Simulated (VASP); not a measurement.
TiSi2, 6 atoms in the cell. The typed cell holds 6 atoms: a = 5.951 Å, b = 4.909 Å, c = 4.783 Å, α = 75.75°, β = 53.08°, γ = 51.17°.  This cell differs from its parent crystal: atoms moved at random.

| Item | Value |
| --- | --- |
| Program | VASP 6.6.1 |
| Task | single point |
| Functional | PBE |
| Potentials or basis | VASP PAW PBE potentials, release 64 (Ti_sv, Si) |
| Cutoff | 520 eV |
| k mesh | 10 × 10 × 10 |
| Occupations | gaussian, width 0.15 eV |
| Spin | no spin polarisation |
| Dipole correction | no |
| Further INCAR settings | ALGO = Normal; EDIFF = 1e-06; NBANDS = 29 |

Potentials or basis: VASP PAW PBE potentials, release 64 (Ti_sv, Si).

Run with:

```bash
$ cat potpaw_PBE.64/Ti_sv/POTCAR potpaw_PBE.64/Si/POTCAR > POTCAR
$ mpirun -np 1 vasp_std > vasp.out
```

Hardware: 1 thread of Intel Xeon 8259CL, on a shared host.

Task: Estimate the wall time of this run.

Result: Run time: 30 min on 1 thread of Intel Xeon 8259CL (shared host), peak memory 1 GiB. Counts: scf iterations 15, k points 504.
